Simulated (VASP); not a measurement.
Runs of VASP 6.6.1 on KI. The structure is that of space group Pm-3m (No. 221), or close to it. The cells are those of the table. 

```csv
cell,gap on the mesh (eV),pressure (GPa)
"a = 4.291, b = 4.291, c = 4.120 Å, 2 atoms",(a),0.0
"a = 3.948, b = 3.948, c = 4.120 Å, 2 atoms",3.38,3.7
"a = 4.634 Å, 2 atoms",2.76,-2.0
"a = 4.120 Å, 2 atoms",3.51,1.5
"a = 4.463 Å, 2 atoms",2.94,-1.6
"a = 3.948 Å, 2 atoms",3.42,5.1
"a = 4.120, b = 4.120, c = 4.291 Å, 2 atoms",3.27,0.7
"a = 4.120, b = 4.120, c = 3.948 Å, 2 atoms",(b),2.5
```

Alike in all rows: task single point; level PBEsol; potentials or basis VASP PAW PBE potentials, release 64 (K_sv, I); no spin polarisation; k mesh 6 × 6 × 6; cutoff (eV) 520; smearing gaussian 0.05 eV.

**Question.** Estimate the missing entries.

**Answer.** (a) 3.10; (b) 3.34.

Caveats: the PAW data sets were made with another functional, which shifts forces and pressure a little; spin-orbit coupling is left out, which moves the levels of the heavy elements.

A k mesh can miss the band edges, and the runs leave out spin-orbit coupling on I.
